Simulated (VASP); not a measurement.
Set up this calculation in VASP 6.6.1, as the native input.

```yaml
Task: single point
Functional: PBE
Potentials_or_basis: VASP PAW PBE potentials, release 64 (Tl_d, S, Au)
Cutoff: 520 eV
k_mesh: 6 × 6 × 1
Occupations: gaussian, width 0.1 eV
Spin: no spin polarisation
Dipole_correction: yes
Further_INCAR_settings: ALGO = Normal; EDIFF = 1e-06; NBANDS = 22
```

The structure of TlAuS lies in POSCAR:

```
TlAuS
1.0
    3.4222707700      0.0000000000      0.0000000000
   -1.7111353800      2.9637736500      0.0000000000
    0.0000000000      0.0000000000     17.0000000000
Tl S Au
1 1 1
Direct
    0.0000000000      0.0000000000      0.4890588200
    0.3333333300      0.6666666700      0.4118903300
    0.6666666700      0.3333333300      0.5881096700
```

These files were run (other wordings do the same):

INCAR

```
SYSTEM = TlAuS
ALGO = Normal
DIPOL = 0.5 0.5 0.496
EDIFF = 1E-6
ENCUT = 520
GGA = PE
IDIPOL = 3
ISIF = 2
ISMEAR = 0
LASPH = .TRUE.
LCHARG = .TRUE.
LDIPOL = .TRUE.
LELF = .TRUE.
LREAL = .FALSE.
LVACPOTAV = .TRUE.
LVHAR = .TRUE.
LWAVE = .FALSE.
NBANDS = 22
NELM = 80
PREC = Accurate
SIGMA = 0.1
```

KPOINTS

```
k-points
0
G
  6 6 1
  0 0 0
```

Potentials or basis: VASP PAW PBE potentials, release 64 (Tl_d, S, Au).

Run with:

```console
$ cat potpaw_PBE.64/Tl_d/POTCAR potpaw_PBE.64/S/POTCAR potpaw_PBE.64/Au/POTCAR > POTCAR
$ mpirun -np 1 vasp_std > vasp.out
```

Results of the run:

```yaml
Largest_force: 3.773 eV/Å
Band_gap_on_the_k_mesh: 0.21 eV, indirect (least direct gap 0.31 eV)
```

Caveat: spin-orbit coupling is left out, which moves the levels of the heavy elements.

Wall time 36 s on 1 thread of AMD EPYC 9R14 (Zen 4), with other jobs on the host, peak memory 0.28 GiB.
